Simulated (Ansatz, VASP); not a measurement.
One calculation of SiC, two programs

File INCAR:

```
PREC = Accurate
ENCUT = 520
EDIFF = 1E-7
ISMEAR = 0
SIGMA = 0.01
LREAL = F
LASPH = T
NELM = 80
ALGO = Normal
ISIF = 2
LWAVE = F
LCHARG = F
GGA = PS
NBANDS = 11
```

KPOINTS

```
Automatic mesh
0
Gamma
  10 10 10
```

POSCAR

```
SiC
1.0
    2.1849582918      2.1849582918      0.0000000000
   -2.1849582918      2.1849582918      0.0000000000
    0.0000000000      2.1849582918      2.1849582918
Si C
1 1
Direct
    0.0000000000      0.0000000000      0.0000000000
    0.7500000000      0.2500000000      0.5000000000
```

Input for Ansatz:

```yaml
crystal:
  lattice:
    - [2.18495829182, 2.18495829182, 0.0]
    - [-2.18495829182, 2.18495829182, 0.0]
    - [0.0, 2.18495829182, 2.18495829182]
  atoms:
    - { symbol: Si, position: [0.0, 0.0, 0.0] }
    - { symbol: C, position: [0.75, 0.25, 0.5] }
kpoints:
  mp_grid: { grid: [10, 10, 10] }
scf:
  occupations: { method: fixed }
  convergence: { dr2_threshold: 1.0e-10 }
hamiltonian:
  xc: pbesol
  pseudopotentials: { kind: all_electron, lapw: { basis_error: 0.0005 } }
output:
  forces: true
  stress: true
  eigenstates:
    kpoints:
      - [0.0, 0.0, 0.0]
      - [-0.5, 0.5, 0.0]
      - [-0.5, -0.5, -0.5]
      - [0.0, 0.0, -0.5]
      - [0.0, -0.5, -0.5]
      - [0.0, 0.5, 0.0]
      - [-0.5, 0.0, 0.0]
      - [-0.5, 0.0, -0.5]
  eigenvalues: true
```

Alike in both runs: task single point; functional PBEsol; k mesh 10 × 10 × 10; no spin polarisation.

```csv
,VASP,Ansatz
version,VASP 6.6.1,Ansatz 0.2.0
potentials or method,"VASP PAW PBE potentials, release 64 (Si, C), cutoff 520 eV","all-electron LAPW, scalar-relativistic"
occupations,"gaussian, width 0.01 eV",fixed
```

Ansatz gave:

```
gap on the k mesh at the Fermi level (eV) : 1.25
pressure (GPa)                            : -2.0
```

Which values does VASP return?

gap on the k mesh at the Fermi level (eV): 1.24; pressure (GPa): -1.6.

VASP's potentials were made for PBE, not for PBEsol. Ansatz ran all-electron here, and VASP with PAW potentials.
